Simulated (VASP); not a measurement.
# C (Fd-3m) in VASP: notebook

Runs on C. Level: LDA. Tasks: single point.

Everything below comes from runs of VASP 6.6.1. Logs are shortened: lines on timing, memory, paths and dates and some standing lists are left out, and cuts for length are marked.

## Step 1: The cell of the first run

Symmetry: Fd-3m, No. 227, cubic system. Conventional cell: a = 3.567 Å, b = 3.567 Å, c = 3.567 Å, α = 90.00°, β = 90.00°, γ = 90.00°. Within 2.1 Å of C (site symmetry -43m) lie 4 C at 1.54 Å.

## Step 2: Single point, LDA

Input file INCAR:

```
PREC = Accurate
ENCUT = 600
EDIFF = 1E-6
ISMEAR = 0
SIGMA = 0.1
LREAL = F
LASPH = T
NELM = 120
ALGO = Normal
ISIF = 2
LWAVE = F
LCHARG = F
NBANDS = 11
GGA_COMPAT = F
```

Input file KPOINTS:

```
Automatic mesh
0
Gamma
  8 8 8
```

Input file POSCAR:

```
C
1.0
    0.0000000000      1.7835000000      1.7835000000
    1.7835000000      0.0000000000      1.7835000000
    1.7835000000      1.7835000000      0.0000000000
C
2
Direct
    0.0000000000      0.0000000000      0.0000000000
    0.2500000000      0.2500000000      0.2500000000
```

Potentials or basis: VASP PAW LDA potentials, release 64 (C).

Launch:

```
$ cat potpaw_LDA.64/C/POTCAR > POTCAR
$ mpirun -np 1 vasp_std > vasp.out
```

OUTCAR:

```text
PREC = Accurate
   ENCUT = 600
   EDIFF = 1E-6
   ISMEAR = 0
   LREAL = F
   LASPH = T
   NELM = 120
   ISIF = 2

 ion  position               nearest neighbor table
   1  0.000  0.000  0.000-   2 1.54   2 1.54   2 1.54   2 1.54
   2  0.250  0.250  0.250-   1 1.54   1 1.54   1 1.54   1 1.54

  LATTYP: Found a face centered cubic cell.
 ALAT       =     3.5670000000

  Lattice vectors:

 A1 = (   0.0000000000,   1.7835000000,   1.7835000000)
 A2 = (   1.7835000000,   0.0000000000,   1.7835000000)
 A3 = (   1.7835000000,   1.7835000000,   0.0000000000)

Analysis of symmetry for initial positions (statically):
=====================================================================
 Subroutine PRICEL returns:
 Original cell was already a primitive cell.

 Routine SETGRP: Setting up the symmetry group for a
 face centered cubic supercell.

 Subroutine GETGRP returns: Found 48 space group operations
 (whereof 24 operations were pure point group operations)
 out of a pool of 48 trial point group operations.

The static configuration has the point symmetry T_d .
 The point group associated with its full space group is O_h .

Analysis of symmetry for dynamics (positions and initial velocities):
=====================================================================
 Subroutine PRICEL returns:
 Original cell was already a primitive cell.

 Routine SETGRP: Setting up the symmetry group for a
 face centered cubic supercell.

 Subroutine GETGRP returns: Found 48 space group operations
 (whereof 24 operations were pure point group operations)
 out of a pool of 48 trial point group operations.

The dynamic configuration has the point symmetry T_d .
 The point group associated with its full space group is O_h .

 Subroutine INISYM returns: Found 48 space group operations
 (whereof 24 operations are pure point group operations),
 and found     1 'primitive' translations

----------------------------------------------------------------------------------------

                                     Primitive cell

  volume of cell :      11.3462

  direct lattice vectors                    reciprocal lattice vectors
     0.000000000  1.783500000  1.783500000    -0.280347631  0.280347631  0.280347631
     1.783500000  0.000000000  1.783500000     0.280347631 -0.280347631  0.280347631
     1.783500000  1.783500000  0.000000000     0.280347631  0.280347631 -0.280347631

  length of vectors
     2.522249888  2.522249888  2.522249888     0.485576341  0.485576341  0.485576341

  position of ions in fractional coordinates (direct lattice)
     0.000000000  0.000000000  0.000000000
     0.250000000  0.250000000  0.250000000

  ion indices of the primitive-cell ions
   primitive index   ion index
                 1           1
                 2           2

----------------------------------------------------------------------------------------

 KPOINTS: Automatic mesh

Automatic generation of k-mesh.
 Grid dimensions read from file:
 generate k-points for:    8    8    8

 Generating k-lattice:

  Cartesian coordinates                     Fractional coordinates (reciprocal lattice)
    -0.035043454  0.035043454  0.035043454     0.125000000  0.000000000  0.000000000
     0.035043454 -0.035043454  0.035043454     0.000000000  0.125000000  0.000000000
     0.035043454  0.035043454 -0.035043454     0.000000000  0.000000000  0.125000000

  Length of vectors
     0.060697043  0.060697043  0.060697043

  Shift w.r.t. Gamma in fractional coordinates (k-lattice)
     0.000000000  0.000000000  0.000000000

 Subroutine IBZKPT returns following result:
 ===========================================

 Found     29 irreducible k-points:

 Following reciprocal coordinates:
            Coordinates               Weight
  0.000000  0.000000  0.000000      1.000000
  0.125000  0.000000  0.000000      8.000000
  0.250000  0.000000  0.000000      8.000000
  0.375000  0.000000  0.000000      8.000000
  0.500000  0.000000  0.000000      4.000000
  0.125000  0.125000  0.000000      6.000000
[... 16 lines left out ...]
  0.500000  0.250000  0.125000     48.000000
 -0.375000  0.250000  0.125000     24.000000
 [... further k-points ...]
   k-points           NKPTS =     29   k-points in BZ     NKDIM =     29   number of bands    NBANDS=     11
   number of dos      NEDOS =    301   number of ions     NIONS =      2
   total plane-waves  NPLWV =   8000
   dimension x,y,z NGX =    20 NGY =   20 NGZ =   20
   dimension x,y,z NGXF=    40 NGYF=   40 NGZF=   40
   ions per type =               2
   NGX,Y,Z   is equivalent  to a cutoff of  13.18, 13.18, 13.18 a.u.
   NGXF,Y,Z  is equivalent  to a cutoff of  26.36, 26.36, 26.36 a.u.
 SYSTEM =  unknown system
   PREC   = accura    normal or accurate (medium, high low for compatibility)
   ISTART =      0    job   : 0-new  1-cont  2-samecut
   ICHARG =      2    charge: 1-file 2-atom 10-const
   ISPIN  =      1    spin polarized calculation?
   LNONCOLLINEAR =      F non collinear calculations
   LSORBIT =      F    spin-orbit coupling
   LASPH  =      T    aspherical Exc in radial PAW
   ENCUT  =  600.0 eV  44.10 Ry    6.64 a.u.   5.04  5.04  5.04*2*pi/ulx,y,z
   NELM   =    120;   NELMIN=  2; NELMDL= -5     # of ELM steps
   EDIFF  = 0.1E-05   stopping-criterion for ELM
   LREAL  =      F    real-space projection
[... 7 lines left out ...]
   TEBEG  =    0.0;   TEEND  =   0.0 temperature during run
   PSTRESS=    0.0 pullay stress
   NELECT =       8.0000    total number of electrons
   NUPDOWN=      -1.0000    fix difference up-down
   EMIN   =  10.00;   EMAX   =-10.00  energy-range for DOS
   EFERMI =   0.00;   METHOD = LEGACY
   ISMEAR =     0;   SIGMA  =   0.10  broadening in eV -4-tet -1-fermi 0-gaus
   EFERMI_NEDOS =   21; number of points for ismear=-14 and -15
   IALGO  =     38    algorithm
   IMIX   =      4    mixing-type and parameters
     AMIX     =   0.40;   BMIX     =  1.00
     AMIX_MAG =   1.60;   BMIX_MAG =  1.00
  volume/ion in A,a.u.               =       5.67        38.28
  Fermi-wavevector in a.u.,A,eV,Ry     =   1.457097  2.753514 28.886949  2.123131
  Thomas-Fermi vector in A             =   2.573938
   LORBIT       =      0    0 simple, 1 ext, 2 COOP (PROOUT), +10 PAW based schemes
   GGA     = CA    functional components
   LHFCALC =     F    Hartree Fock is set to
   AEXX    =    0.0000 exact exchange contribution
   IVDW    =     0    specifies the selected vdW correction
   LEPSILON=     F    determine dielectric tensor
   LRPA    =     F    only Hartree local field effects (RPA)
 non-spin polarized calculation
 Gauss-broadening in eV      SIGMA  =   0.10
  energy-cutoff  :      600.00
  volume of cell :       11.35
 maximum number of plane-waves:       392
   NGX =  9   NGY =  9   NGZ =  9

 number of electron       7.9999999 magnetization

 Free energy of the ion-electron system (eV)
  ---------------------------------------------------
  ext. energy  EPLUGINS =         0.00000000
  ---------------------------------------------------
  free energy    TOTEN  =       -20.24052730 eV

  energy without entropy =      -20.24052730  energy(sigma->0) =      -20.24052730

 E-fermi :  10.2740     XC(G=0): -13.4985

 val. band max:        9.7191693397   @ k =   0.0000   0.0000   0.0000
 cond. band min:      13.8183146402   @ k =   0.3750   0.3750   0.0000
 fundamental gap:      4.0991453005
 Fermi energy:        10.2739699036

 k-point     1 :       0.0000    0.0000    0.0000
  band No.  band energies     occupation
      1     -11.5959      2.00000
      2       9.7192      2.00000
      3       9.7192      2.00000
      4       9.7192      2.00000
      5      15.2612      0.00000
      6      15.2612      0.00000
      7      15.2612      0.00000
      8      23.2700      0.00000
      9      28.7205      0.00000
     10      36.3481      0.00000
     11      36.3481      0.00000

 k-point     2 :       0.1250    0.0000    0.0000
  band No.  band energies     occupation
      1     -11.1644      2.00000
      2       7.3305      2.00000
      3       9.0686      2.00000
      4       9.0686      2.00000
      5      16.1142      0.00000
      6      16.1142      0.00000
      7      16.5599      0.00000
      8      23.5626      0.00000
      9      29.3483      0.00000
     10      33.1358      0.00000
     11      33.1358      0.00000

 k-point     3 :       0.2500    0.0000    0.0000
  band No.  band energies     occupation
      1      -9.8821      2.00000
      2       3.1855      2.00000
      3       7.9797      2.00000
      4       7.9797      2.00000
      5      17.4424      0.00000
      6      17.4424      0.00000
      7      17.9095      0.00000
      8      24.3028      0.00000
      9      30.1087      0.00000
     10      32.0340      0.00000
     11      32.0340      0.00000

 k-point     4 :       0.3750    0.0000    0.0000
  band No.  band energies     occupation
      1      -7.8104      2.00000
      2      -0.8845      2.00000
      3       7.2016      2.00000
      4       7.2016      2.00000
      5      18.0293      0.00000
      6      18.0293      0.00000
      7      18.5456      0.00000
      8      24.9466      0.00000
      9      30.5699      0.00000
     10      33.5998      0.00000
     11      33.5998      0.00000

 k-point     5 :       0.5000    0.0000    0.0000
  band No.  band energies     occupation
      1      -5.7572      2.00000
      2      -3.6384      2.00000
      3       6.9304      2.00000
      4       6.9304      2.00000
      5      18.1003      0.00000
      6      18.1003      0.00000
      7      18.7274      0.00000
      8      25.1208      0.00000
      9      31.2286      0.00000
     10      33.6256      0.00000
     11      35.4653      0.00000

 k-point     6 :       0.1250    0.1250    0.0000
  band No.  band energies     occupation
      1     -11.0208      2.00000
      2       7.9955      2.00000
      3       7.9955      2.00000
      4       8.4402      2.00000
      5      14.8588      0.00000
      6      17.4616      0.00000
      7      17.4616      0.00000
      8      23.1490      0.00000
      9      29.6330      0.00000
     10      30.3790      0.00000
     11      37.0792      0.00000

 k-point     7 :       0.2500    0.1250    0.0000
  band No.  band energies     occupation
      1     -10.0223      2.00000
      2       4.6837      2.00000
      3       6.8486      2.00000
      4       7.7222      2.00000
      5      15.5140      0.00000
      6      19.0235      0.00000
      7      19.0628      0.00000
      8      22.5539      0.00000
      9      29.8385      0.00000
     10      30.5200      0.00000
     11      35.5037      0.00000

 k-point     8 :       0.3750    0.1250    0.0000
  band No.  band energies     occupation
      1      -8.2088      2.00000
      2       0.6771      2.00000
      3       6.2043      2.00000
      4       6.5582      2.00000
      5      16.6717      0.00000
      6      19.7218      0.00000
      7      19.8290      0.00000
      8      23.0624      0.00000
      9      30.5100      0.00000
     10      31.4210      0.00000
     11      35.8501      0.00000
[... 141 lines left out ...]
 k-point    19 :       0.5000    0.3750    0.0000
  band No.  band energies     occupation
      1      -4.5800      2.00000
      2      -0.7870      2.00000
      3       2.3700      2.00000
      4       3.8062      2.00000
      5      14.6423      0.00000
      6      16.6538      0.00000
      7      25.2081      0.00000
      8      25.4888      0.00000
      9      31.2479      0.00000
     10      32.7882      0.00000
     11      39.5842      0.00000

 k-point    20 :      -0.3750    0.3750    0.0000
  band No.  band energies     occupation
      1      -3.0447      2.00000
      2      -1.8666      2.00000
      3       0.3601      2.00000
      4       4.3647      2.00000
      5      15.3336      0.00000
      6      20.3717      0.00000
      7      23.9471      0.00000
      8      25.2422      0.00000
      9      28.1834      0.00000
     10      33.7184      0.00000
     11      35.4673      0.00000

 k-point    21 :       0.5000    0.5000    0.0000
  band No.  band energies     occupation
      1      -2.8884      2.00000
      2      -2.8884      2.00000
      3       3.4293      2.00000
      4       3.4293      2.00000
      5      14.4243      0.00000
      6      14.4243      0.00000
      7      26.3378      0.00000
      8      26.3378      0.00000
      9      32.6316      0.00000
     10      32.6316      0.00000
     11      41.8619      0.00000

 k-point    22 :       0.3750    0.2500    0.1250
  band No.  band energies     occupation
      1      -8.7569      2.00000
      2       3.3041      2.00000
      3       4.2275      2.00000
      4       6.8525      2.00000
      5      16.2448      0.00000
      6      19.6842      0.00000
      7      21.1974      0.00000
      8      21.4351      0.00000
      9      30.3010      0.00000
     10      30.9248      0.00000
     11      35.2520      0.00000

 k-point    23 :       0.5000    0.2500    0.1250
  band No.  band energies     occupation
      1      -6.7255      2.00000
      2      -0.0413      2.00000
      3       3.4836      2.00000
      4       5.6487      2.00000
      5      17.6094      0.00000
      6      19.2876      0.00000
      7      22.1033      0.00000
      8      22.9356      0.00000
      9      29.5773      0.00000
     10      31.8535      0.00000
     11      35.6094      0.00000

 k-point    24 :      -0.3750    0.2500    0.1250
  band No.  band energies     occupation
      1      -4.7543      2.00000
      2      -2.6076      2.00000
      3       3.4626      2.00000
      4       5.0327      2.00000
      5      17.8912      0.00000
      6      19.1688      0.00000
      7      22.7492      0.00000
      8      24.4294      0.00000
      9      27.7692      0.00000
     10      33.3285      0.00000
     11      35.8527      0.00000

 [... further k-points ...]
[... 5 lines left out ...]
  --------------------------------------------------------------------------------------
  -------------------------------------------------------------------------------------
  Total       -0.8822540     -0.8822540     -0.8822540      0.0000000     -0.0000000      0.0000000
  in kB     -124.5818750   -124.5818750   -124.5818750      0.0000000     -0.0000000      0.0000000
  external PRESSURE =    -124.5818750 kB  Pullay stress =       0.0000000 kB

 VOLUME and BASIS-vectors are now :
 -----------------------------------------------------------------------------
  energy-cutoff  :      600.00
  volume of cell :       11.35
      direct lattice vectors                 reciprocal lattice vectors
     0.000000000  1.783500000  1.783500000    -0.280347631  0.280347631  0.280347631
     1.783500000  0.000000000  1.783500000     0.280347631 -0.280347631  0.280347631
     1.783500000  1.783500000  0.000000000     0.280347631  0.280347631 -0.280347631

 POSITION                                       TOTAL-FORCE (eV/Angst)
 -----------------------------------------------------------------------------------
      0.00000      0.00000      0.00000         0.000000      0.000000      0.000000
      0.89175      0.89175      0.89175        -0.000000     -0.000000     -0.000000
 -----------------------------------------------------------------------------------
    total drift:                                0.000000      0.000000      0.000000

  FREE ENERGIE OF THE ION-ELECTRON SYSTEM (eV)
  ---------------------------------------------------
  free  energy   TOTEN  =       -20.2405272973 eV

  energy  without entropy=      -20.2405272973  energy(sigma->0) =      -20.24052730
```

It took 2 s on 1 thread of Intel Xeon Platinum 8559C (Emerald Rapids), shared host; peak memory 0.11 GiB.

Results:

```
Free energy            : -20.2405 eV
Pressure               : -12.5 GPa
Band gap on the k mesh : 4.10 eV, indirect (least direct gap 5.54 eV)
```

Levels at points of the mesh, in eV from the valence-band top:
| k point | band 1 | band 2 | band 3 | band 4 | band 5 | band 6 | band 7 | band 8 |
| --- | --- | --- | --- | --- | --- | --- | --- | --- |
| (0.00, 0.00, 0.00) | -21.32 | 0.00 | 0.00 | 0.00 | 5.54 | 5.54 | 5.54 | 13.55 |
| (0.50, 0.00, 0.00) | -15.48 | -13.36 | -2.79 | -2.79 | 8.38 | 8.38 | 9.01 | 15.40 |
| (0.50, 0.50, 0.00) | -12.61 | -12.61 | -6.29 | -6.29 | 4.71 | 4.71 | 16.62 | 16.62 |

A k mesh can miss the band edges. Expect the measured gap to be larger: semilocal functionals such as LDA lack the derivative discontinuity.

## Step 3: Single point, LDA

This run uses another cell than the first one, of 5.51 Å³/atom, 0.970 times its volume.

Input file INCAR:

```
PREC = Accurate ; ENCUT = 600
EDIFF = 1E-6 ; ISMEAR = 0
SIGMA = 0.1 ; LREAL = False
LASPH = True ; NELM = 120
ALGO = Normal ; ISIF = 2
LWAVE = False ; LCHARG = False
GGA = CA ; NBANDS = 11
GGA_COMPAT = False
```

Input file KPOINTS:

```
Automatic mesh
0
Gamma
  10 10 10
```

Input file POSCAR:

```
C
1.0
    0.0000000000      1.7657474443      1.7657474443
    1.7657474443      0.0000000000      1.7657474443
    1.7657474443      1.7657474443      0.0000000000
C
2
Direct
    0.0000000000      0.0000000000      0.0000000000
    0.2500000000      0.2500000000      0.2500000000
```

Potentials or basis: VASP PAW LDA potentials, release 64 (C).

Launch:

```
$ cat potpaw_LDA.64/C/POTCAR > POTCAR
$ mpirun -np 1 vasp_std > vasp.out
```

Run time: 2.8 s. Hardware: 1 thread of Intel Xeon Platinum 8559C (Emerald Rapids), shared host; peak memory 0.11 GiB.

It converged, with:

```
Free energy            : -20.2519 eV
Pressure               : 0.9 GPa
Band gap on the k mesh : 4.20 eV, indirect (least direct gap 5.63 eV)
```

Levels at points of the mesh, in eV from the valence-band top:
```tsv
k point	band 1	band 2	band 3	band 4	band 5	band 6	band 7	band 8	band 9
(0.00, 0.00, 0.00)	-21.72	0.00	0.00	0.00	5.63	5.63	5.63	14.24	19.40
(0.50, 0.00, 0.00)	-15.71	-13.69	-2.87	-2.87	8.51	8.51	9.42	15.68	21.95
(0.50, 0.50, 0.00)	-12.82	-12.82	-6.47	-6.47	4.77	4.77	17.08	17.08	23.48
```

## Step 4: Single point, LDA

This run uses another cell than the first one, of 5.51 Å³/atom, 0.970 times its volume.

Input file INCAR:

```
  ALGO = Normal
  EDIFF = 1E-6
  ENCUT = 600
  GGA_COMPAT = False
  ISIF = 2
  ISMEAR = 0
  LASPH = True
  LCHARG = False
  LREAL = False
  LWAVE = False
  NBANDS = 11
  NELM = 120
  PREC = Accurate
  SIGMA = 0.02
```

Input file KPOINTS:

```
k-points
0
Gamma
  10 10 10
```

POSCAR is that of step 3.

Launch:

```
$ cat potpaw_LDA.64/C/POTCAR > POTCAR
$ mpirun -np 1 vasp_std > vasp.out
```

Run time: 2.8 s. Hardware: 1 thread of Intel Xeon Platinum 8559C (Emerald Rapids), shared host; peak memory 0.11 GiB.

It converged, with:

- Free energy: -20.2519 eV
- Pressure: 0.9 GPa
- Band gap on the k mesh: 4.20 eV, indirect (least direct gap 5.63 eV)

Levels at points of the mesh, in eV from the valence-band top:
```tsv
k point	band 1	band 2	band 3	band 4	band 5	band 6	band 7	band 8
(0.00, 0.00, 0.00)	-21.72	0.00	0.00	0.00	5.63	5.63	5.63	14.24
(0.50, 0.00, 0.00)	-15.71	-13.69	-2.87	-2.87	8.51	8.51	9.42	15.68
(0.50, 0.50, 0.00)	-12.82	-12.82	-6.47	-6.47	4.77	4.77	17.08	17.08
```

## Step 5: Single point, LDA

This run uses another cell than the first one, of 5.51 Å³/atom, 0.970 times its volume.

Input file INCAR:

```
ALGO     = Normal         # electronic algorithm
EDIFF    = 1E-6           # SCF threshold, eV
ENCUT    = 600            # plane-wave cutoff, eV
GGA      = CA             # functional
GGA_COMPAT= False        
ISIF     = 2              # what is computed and relaxed
ISMEAR   = 0              # smearing method
LASPH    = True           # aspherical terms in the spheres
LCHARG   = False          # write CHGCAR
LREAL    = False          # projectors in reciprocal space
LWAVE    = False          # write WAVECAR
NBANDS   = 11             # bands
NELM     = 120            # most SCF steps
PREC     = Accurate       # precision mode
SIGMA    = 0.01           # smearing width, eV
```

KPOINTS is that of step 4.

POSCAR is that of step 4.

Launch:

```
$ cat potpaw_LDA.64/C/POTCAR > POTCAR
$ mpirun -np 1 vasp_std > vasp.out
```

It took 2.8 s on 1 thread of Intel Xeon Platinum 8559C (Emerald Rapids), shared host; peak memory 0.11 GiB.

Results (log left out):

```yaml
Free_energy: -20.2519 eV
Pressure: 0.9 GPa
Band_gap_on_the_k_mesh: 4.20 eV, indirect (least direct gap 5.63 eV)
```

Levels at points of the mesh, in eV from the valence-band top:
```tsv
k point	band 1	band 2	band 3	band 4	band 5	band 6	band 7	band 8
(0.00, 0.00, 0.00)	-21.72	0.00	0.00	0.00	5.63	5.63	5.63	14.24
(0.50, 0.00, 0.00)	-15.71	-13.69	-2.87	-2.87	8.51	8.51	9.42	15.68
(0.50, 0.50, 0.00)	-12.82	-12.82	-6.47	-6.47	4.77	4.77	17.08	17.08
```

A k mesh can miss the band edges.

[end of part 1 of 2]
